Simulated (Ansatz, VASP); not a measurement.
## One calculation of GaSb, two programs

```
Ga Sb
1.0
     0.00000    2.97922    3.05561
     2.97922    0.00000    3.05561
     2.97922    2.97922    0.00000
Ga Sb
1 1
Direct
  0.00000 0.00000 0.00000
  0.75000 0.75000 0.75000
```

Change from the starting cell: strain -0.025 along x and y, +0.000 along z, atoms carried along.

Alike in both runs: task single point; functional PBEsol; k mesh 18 × 18 × 18; occupations gaussian, width 0.15 eV; no spin polarisation.

|  | VASP | Ansatz |
| --- | --- | --- |
| version | VASP 6.6.1 | Ansatz 0.2.0 |
| potentials or method | VASP PAW PBE potentials, release 64 (Ga_d, Sb), cutoff 520 eV | scalar-relativistic, plane waves, PAW |
| valence electrons in the cell | 18 | 28 |

```csv
,VASP,Ansatz,Ansatz less VASP
gap on the k mesh at the Fermi level (eV),0.32,0.31,-0.014
least direct gap on the mesh (eV),0.32,0.31,-0.014
pressure (GPa),3.1,2.9,-0.12
"traceless stress, the component that is largest in VASP (GPa)",-0.80,-0.80,-0.001
```

VASP's potentials were made for PBE, not for PBEsol. The functional is the same, so the differences come from potentials, cutoffs and numerics. VASP's potentials hold 18 valence electrons a cell and Ansatz's 28, so a difference there can come from the potentials and not from the codes.

Neither program's run includes spin-orbit coupling.
